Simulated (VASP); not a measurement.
In:

```
CELL_PARAMETERS angstrom
1.98595 1.14659 2.08717
-1.98595 1.14659 2.08717
0.00000 -2.29318 2.08717
ATOMIC_POSITIONS crystal
In 0.50000 0.50000 0.50000
```

- Program: VASP 6.6.1
- Task: relaxation of cell and atoms
- Functional: PBE
- Potentials or basis: VASP PAW PBE potentials, release 64 (In_d)
- Cutoff: 600 eV
- k mesh: 18 × 18 × 18
- Occupations: gaussian, width 0.1 eV
- Spin: no spin polarisation

At the start: pressure 0.4 GPa; volume 28.52 Å³/atom.

Where does the relaxation end?

Over 21 steps the energy falls by 53.8 meV/atom and the volume is 27.45 Å³/atom (-3.7 %); space group Fm-3m (No. 225, to 0.05 Å).

The path:
```
step  energy change (eV)  largest force (eV/Å)  pressure (GPa)  volume (Å³)
   1              0.0000                0.0000            0.39        28.52
   2             -0.0051                0.0000           -0.12        28.80
   3             -0.0092                0.0000           -0.63        29.20
   4             -0.0126                0.0000           -1.43        29.97
   5             -0.0161                0.0000           -1.30        29.77
   6             -0.0216                0.0000           -0.79        29.36
   7             -0.0322                0.0000           -0.32        28.50
   8             -0.0428                0.0000            1.55        26.60
   9              0.1881                0.0000           14.33        22.29
  10             -0.0427                0.0000            1.66        26.50
  11             -0.0463                0.0000            1.42        26.52
  12             -0.0498                0.0000            1.37        26.51
  13             -0.0524                0.0000            0.78        26.90
  14             -0.0535                0.0000            0.31        27.25
  15             -0.0524                0.0000           -0.63        27.95
  16             -0.0536                0.0000            0.07        27.42
  17             -0.0536                0.0000            0.10        27.40
  18             -0.0537                0.0000            0.09        27.41
  19             -0.0538                0.0000            0.05        27.43
  20             -0.0538                0.0000           -0.05        27.48
  21             -0.0538                0.0000            0.01        27.45
```

Final structure:
```xyz
1
Lattice="1.6973 0.9800 2.7510 -1.6973 0.9800 2.7510 0.0000 -1.9599 2.7510" Properties=species:S:1:pos:R:3 pbc="T T T"
In    0.0000    0.0000    4.1265
```
